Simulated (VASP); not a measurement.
A run of VASP 6.6.1:

INCAR

```
SYSTEM = ZnO
PREC     = Accurate       ! precision mode
ENCUT    = 520            ! plane-wave cutoff, eV
EDIFF    = 1E-6           ! SCF threshold, eV
ISMEAR   = -1             ! smearing method
SIGMA    = 0.05           ! smearing width, eV
LREAL    = .False.        ! projectors in reciprocal space
LASPH    = .True.         ! aspherical terms in the spheres
NELM     = 80             ! most SCF steps
ALGO     = Normal         ! electronic algorithm
ISIF     = 2              ! what is computed and relaxed
LWAVE    = .False.        ! write WAVECAR
LCHARG   = .False.        ! write CHGCAR
GGA      = PS             ! functional
NBANDS   = 26             ! bands
```

KPOINTS

```
regular mesh
0
Gamma
  9 9 5
  0 0 0
```

The input POSCAR:

```
ZnO
1.0
    3.1950982411      0.0000000000      0.0000000000
   -1.5975491205      2.7670362443      0.0000000000
    0.0000000000      0.0000000000      5.1583196151
Zn O
2 2
Direct
    0.6666666667      0.3333333333      0.0000882806
    0.3333333333      0.6666666667      0.5000882806
    0.3333333333      0.6666666667      0.8789217194
    0.6666666667      0.3333333333      0.3789217194
```

Potentials or basis: VASP PAW PBE potentials, release 64 (Zn, O).

The run is started by

```bash
$ cat potpaw_PBE.64/Zn/POTCAR potpaw_PBE.64/O/POTCAR > POTCAR
$ mpirun -np 1 vasp_std > vasp.out
```

Hardware: 1 thread of Intel(R) Xeon(R) 6975P-C (Granite Rapids), on a shared host.

Task: Estimate the wall time of this run.

Result: Run time: 16 s on 1 thread of Intel(R) Xeon(R) 6975P-C (Granite Rapids), with other jobs on the host, peak memory 0.17 GiB. Counts: scf iterations 14, k points 36.
